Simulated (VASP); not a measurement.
# BN (Imm2) in VASP: a series of runs

Runs on BN. Level: PBE. Tasks: single point.

All numbers are computed with VASP 6.6.1; they aren't measurements. Logs are shortened: lines on timing, memory, paths and dates and some standing lists are left out, and cuts for length are marked.

### 1 The cell of the first run

The structure is orthorhombic, space group Imm2 (No. 44). The conventional cell has a = 2.564 Å, b = 2.564 Å, c = 3.626 Å, α = 90.00°, β = 90.00°, γ = 90.00°. Within 2.0 Å of B (site symmetry mm2) lie 4 N at 1.49 to 1.66 Å. N (site symmetry mm2) has 4 B at 1.49 to 1.66 Å within 2.0 Å.

### 2 Single point, PBE (one atom moved)

Input file INCAR:

```
SYSTEM = BN
PREC = Accurate
ENCUT = 520
EDIFF = 1E-7
ISMEAR = 0
SIGMA = 0.02
LREAL = .False.
LASPH = .True.
NELM = 80
ALGO = Normal
ISIF = 2
LWAVE = .False.
LCHARG = .True.
GGA = PE
LELF = .True.
LVHAR = .True.
NBANDS = 11
```

Input file KPOINTS:

```
regular mesh
0
Gamma
  12 12 12
  0 0 0
```

Input file POSCAR:

```
BN
1.0
    0.0000000000      1.8130010000      1.8130010000
    1.8130010000      0.0000000000      1.8130010000
    1.8130010000      1.8130010000      0.0000000000
B N
1 1
Direct
    0.0413678757     -0.0413678757      0.0413678757
    0.7500000000      0.7500000000      0.7500000000
```

Potentials or basis: VASP PAW PBE potentials, release 64 (B, N).

Launch:

```
cat potpaw_PBE.64/B/POTCAR potpaw_PBE.64/N/POTCAR > POTCAR
mpirun -np 1 vasp_std > vasp.out
```

OUTCAR:

```text
SYSTEM = BN
   PREC = Accurate
   ENCUT = 520
   EDIFF = 1E-7
   ISMEAR = 0
   LREAL = .False.
   LASPH = .True.
   NELM = 80
   ISIF = 2
   GGA = PE

 ion  position               nearest neighbor table
   1  0.041  0.959  0.041-   2 1.49   2 1.49   2 1.66   2 1.66
   2  0.750  0.750  0.750-   1 1.49   1 1.49   1 1.66   1 1.66

  LATTYP: Found a face centered cubic cell.
 ALAT       =     3.6260020000

  Lattice vectors:

 A1 = (   0.0000000000,   1.8130010000,   1.8130010000)
 A2 = (   1.8130010000,   0.0000000000,   1.8130010000)
 A3 = (   1.8130010000,   1.8130010000,   0.0000000000)

Analysis of symmetry for initial positions (statically):
=====================================================================
 Subroutine PRICEL returns:
 Original cell was already a primitive cell.

 Routine SETGRP: Setting up the symmetry group for a
 face centered cubic supercell.

 Subroutine GETGRP returns: Found  4 space group operations
 (whereof  4 operations were pure point group operations)
 out of a pool of 48 trial point group operations.

The static configuration has the point symmetry C_2v.

Analysis of symmetry for dynamics (positions and initial velocities):
=====================================================================
 Subroutine PRICEL returns:
 Original cell was already a primitive cell.

 Routine SETGRP: Setting up the symmetry group for a
 face centered cubic supercell.

 Subroutine GETGRP returns: Found  4 space group operations
 (whereof  4 operations were pure point group operations)
 out of a pool of 48 trial point group operations.

The dynamic configuration has the point symmetry C_2v.

 Subroutine INISYM returns: Found  4 space group operations
 (whereof  4 operations are pure point group operations),
 and found     1 'primitive' translations

----------------------------------------------------------------------------------------

                                     Primitive cell

  volume of cell :      11.9186

  direct lattice vectors                    reciprocal lattice vectors
     0.000000000  1.813001000  1.813001000    -0.275785838  0.275785838  0.275785838
     1.813001000  0.000000000  1.813001000     0.275785838 -0.275785838  0.275785838
     1.813001000  1.813001000  0.000000000     0.275785838  0.275785838 -0.275785838

  length of vectors
     2.563970603  2.563970603  2.563970603     0.477675083  0.477675083  0.477675083

  position of ions in fractional coordinates (direct lattice)
     0.041367876  0.958632124  0.041367876
     0.750000000  0.750000000  0.750000000

  ion indices of the primitive-cell ions
   primitive index   ion index
                 1           1
                 2           2

----------------------------------------------------------------------------------------

 KPOINTS: regular mesh

Automatic generation of k-mesh.
 Grid dimensions read from file:
 generate k-points for:   12   12   12

 Generating k-lattice:

  Cartesian coordinates                     Fractional coordinates (reciprocal lattice)
    -0.022982153  0.022982153  0.022982153     0.083333333  0.000000000  0.000000000
     0.022982153 -0.022982153  0.022982153     0.000000000  0.083333333  0.000000000
     0.022982153  0.022982153 -0.022982153     0.000000000  0.000000000  0.083333333

  Length of vectors
     0.039806257  0.039806257  0.039806257

  Shift w.r.t. Gamma in fractional coordinates (k-lattice)
     0.000000000  0.000000000  0.000000000

 Subroutine IBZKPT returns following result:
 ===========================================

 Found    280 irreducible k-points:

 Following reciprocal coordinates:
            Coordinates               Weight
  0.000000  0.000000  0.000000      1.000000
  0.083333  0.000000  0.000000      4.000000
  0.000000  0.083333  0.000000      4.000000
  0.166667  0.000000  0.000000      4.000000
  0.000000  0.166667  0.000000      4.000000
  0.250000  0.000000  0.000000      4.000000
[... 16 lines left out ...]
  0.250000  0.166667  0.250000      4.000000
  0.333333  0.083333  0.000000      8.000000
 [... further k-points ...]
   k-points           NKPTS =    280   k-points in BZ     NKDIM =    280   number of bands    NBANDS=     11
   number of dos      NEDOS =    301   number of ions     NIONS =      2
   total plane-waves  NPLWV =   8000
   dimension x,y,z NGX =    20 NGY =   20 NGZ =   20
   dimension x,y,z NGXF=    40 NGYF=   40 NGZF=   40
   ions per type =               1   1
   NGX,Y,Z   is equivalent  to a cutoff of  12.97, 12.97, 12.97 a.u.
   NGXF,Y,Z  is equivalent  to a cutoff of  25.94, 25.94, 25.94 a.u.
 SYSTEM =  BN
   PREC   = accura    normal or accurate (medium, high low for compatibility)
   ISTART =      0    job   : 0-new  1-cont  2-samecut
   ICHARG =      2    charge: 1-file 2-atom 10-const
   ISPIN  =      1    spin polarized calculation?
   LNONCOLLINEAR =      F non collinear calculations
   LSORBIT =      F    spin-orbit coupling
   LASPH  =      T    aspherical Exc in radial PAW
   ENCUT  =  520.0 eV  38.22 Ry    6.18 a.u.   4.77  4.77  4.77*2*pi/ulx,y,z
   NELM   =     80;   NELMIN=  2; NELMDL= -5     # of ELM steps
   EDIFF  = 0.1E-06   stopping-criterion for ELM
   LREAL  =      F    real-space projection
   EDIFFG = 0.1E-05   stopping-criterion for IOM
   NSW    =      0    number of steps for IOM
   IBRION =     -1    ionic relax: 0-MD 1-quasi-New 2-CG
   NFREE  =      0    steps in history (QN), initial steepest desc. (CG)
   ISIF   =      2    stress and relaxation
   ISYM   =      2    0-nonsym 1-usesym 2-fastsym
   POTIM  = 0.5000    time-step for ionic-motion
   TEBEG  =    0.0;   TEEND  =   0.0 temperature during run
   PSTRESS=    0.0 pullay stress
   NELECT =       8.0000    total number of electrons
   NUPDOWN=      -1.0000    fix difference up-down
   EMIN   =  10.00;   EMAX   =-10.00  energy-range for DOS
   EFERMI =   0.00;   METHOD = LEGACY
   ISMEAR =     0;   SIGMA  =   0.02  broadening in eV -4-tet -1-fermi 0-gaus
   EFERMI_NEDOS =   21; number of points for ismear=-14 and -15
   IALGO  =     38    algorithm
   IMIX   =      4    mixing-type and parameters
     AMIX     =   0.40;   BMIX     =  1.00
     AMIX_MAG =   1.60;   BMIX_MAG =  1.00
  volume/ion in A,a.u.               =       5.96        40.22
  Fermi-wavevector in a.u.,A,eV,Ry     =   1.433387  2.708709 27.954506  2.054598
  Thomas-Fermi vector in A             =   2.552911
   LORBIT       =      0    0 simple, 1 ext, 2 COOP (PROOUT), +10 PAW based schemes
   GGA     = PE    functional components
   LHFCALC =     F    Hartree Fock is set to
   AEXX    =    0.0000 exact exchange contribution
   IVDW    =     0    specifies the selected vdW correction
   LEPSILON=     F    determine dielectric tensor
   LRPA    =     F    only Hartree local field effects (RPA)
 non-spin polarized calculation
 Gauss-broadening in eV      SIGMA  =   0.02
  energy-cutoff  :      520.00
  volume of cell :       11.92
 maximum number of plane-waves:       332
   NGX =  9   NGY =  9   NGZ =  9

 number of electron       7.9999999 magnetization

 Free energy of the ion-electron system (eV)
  ---------------------------------------------------
  ext. energy  EPLUGINS =         0.00000000
  ---------------------------------------------------
  free energy    TOTEN  =       -17.19089149 eV

  energy without entropy =      -17.19089149  energy(sigma->0) =      -17.19089149

 E-fermi :   8.5318     XC(G=0): -12.7766

 val. band max:        8.3227825468   @ k =   0.0000   0.0000   0.0000
 cond. band min:      11.4626537386   @ k =   0.5000   0.5000   0.0000
 fundamental gap:      3.1398711918
 Fermi energy:         8.5317883933

 k-point     1 :       0.0000    0.0000    0.0000
  band No.  band energies     occupation
      1     -12.8544      2.00000
      2       5.7682      2.00000
      3       7.4776      2.00000
      4       8.3228      2.00000
      5      15.4144      0.00000
      6      15.7089      0.00000
      7      17.4965      0.00000
      8      17.5744      0.00000
      9      31.6579      0.00000
     10      34.1714      0.00000
     11      34.9088      0.00000

 k-point     2 :       0.0833    0.0000    0.0000
  band No.  band energies     occupation
      1     -12.6891      2.00000
      2       5.1769      2.00000
      3       7.1050      2.00000
      4       8.1274      2.00000
      5      15.6551      0.00000
      6      15.8392      0.00000
      7      17.3646      0.00000
      8      18.6004      0.00000
      9      31.3969      0.00000
     10      32.1720      0.00000
     11      32.8655      0.00000

 k-point     3 :       0.0000    0.0833    0.0000
  band No.  band energies     occupation
      1     -12.6857      2.00000
      2       5.6314      2.00000
      3       6.7865      2.00000
      4       7.8531      2.00000
      5      15.4391      0.00000
      6      16.2857      0.00000
      7      17.7572      0.00000
      8      17.9582      0.00000
      9      31.4001      0.00000
     10      32.9829      0.00000
     11      33.0729      0.00000

 k-point     4 :       0.1667    0.0000    0.0000
  band No.  band energies     occupation
      1     -12.1996      2.00000
      2       3.5270      2.00000
      3       6.4082      2.00000
      4       7.6640      2.00000
      5      16.0815      0.00000
      6      16.1736      0.00000
      7      18.0959      0.00000
      8      20.0318      0.00000
      9      30.4138      0.00000
     10      30.8388      0.00000
     11      31.4414      0.00000
[... 239 lines left out ...]
 k-point    22 :       0.0833    0.0000    0.2500
  band No.  band energies     occupation
      1     -11.5526      2.00000
      2       2.1876      2.00000
      3       5.7719      2.00000
      4       6.4868      2.00000
      5      15.8831      0.00000
      6      17.5605      0.00000
      7      19.0937      0.00000
      8      20.4183      0.00000
      9      27.4659      0.00000
     10      32.4824      0.00000
     11      32.6667      0.00000

 k-point    23 :       0.2500    0.1667    0.2500
  band No.  band energies     occupation
      1     -11.5386      2.00000
      2       2.9645      2.00000
      3       4.4799      2.00000
      4       6.9224      2.00000
      5      15.7108      0.00000
      6      17.2248      0.00000
      7      19.5734      0.00000
      8      20.0326      0.00000
      9      27.9131      0.00000
     10      32.4812      0.00000
     11      33.0337      0.00000

 k-point    24 :       0.3333    0.0833    0.0000
  band No.  band energies     occupation
      1     -10.6124      2.00000
      2      -0.0986      2.00000
      3       4.9229      2.00000
      4       6.5962      2.00000
      5      16.0773      0.00000
      6      17.2279      0.00000
      7      20.0646      0.00000
      8      22.0021      0.00000
      9      27.8458      0.00000
     10      31.7950      0.00000
     11      32.3390      0.00000

 [... further k-points ...]
[... 5 lines left out ...]
  --------------------------------------------------------------------------------------
  -------------------------------------------------------------------------------------
  Total        0.5255344      0.3139984      0.5255344      0.0000000      0.0000000     -0.2308991
  in kB       70.6459997     42.2098550     70.6459997      0.0000000      0.0000000    -31.0390680
  external PRESSURE =      61.1672848 kB  Pullay stress =       0.0000000 kB

 VOLUME and BASIS-vectors are now :
 -----------------------------------------------------------------------------
  energy-cutoff  :      520.00
  volume of cell :       11.92
      direct lattice vectors                 reciprocal lattice vectors
     0.000000000  1.813001000  1.813001000    -0.275785838  0.275785838  0.275785838
     1.813001000  0.000000000  1.813001000     0.275785838 -0.275785838  0.275785838
     1.813001000  1.813001000  0.000000000     0.275785838  0.275785838 -0.275785838

 POSITION                                       TOTAL-FORCE (eV/Angst)
 -----------------------------------------------------------------------------------
      1.81300      0.15000      1.81300         0.000000     -3.381118      0.000000
      2.71950      2.71950      2.71950         0.000000      3.381118      0.000000
 -----------------------------------------------------------------------------------
    total drift:                               -0.000000      0.000066     -0.000000

  FREE ENERGIE OF THE ION-ELECTRON SYSTEM (eV)
  ---------------------------------------------------
  free  energy   TOTEN  =       -17.1908914858 eV

  energy  without entropy=      -17.1908914858  energy(sigma->0) =      -17.19089149
```

Run time: 22 s. Hardware: 1 thread of Intel Xeon 6975P-C, shared host; peak memory 0.15 GiB.

Results:

| Property | Result |
| --- | --- |
| Free energy | -17.1909 eV |
| Pressure | 6.1 GPa |
| Largest force | 3.381 eV/Å |
| Band gap on the k mesh | 3.14 eV, indirect (least direct gap 7.09 eV) |

Forces in eV/Å, atoms in the order of the input:
```
B    0.000 -3.381  0.000
N    0.000  3.381  0.000
```

Caveat: the cell differs from its parent crystal (one atom moved); forces of over 1 eV/Å act on the atoms, so gaps and moduli don't describe the material at rest. A k mesh can miss the band edges.

[end of part 1 of 2]
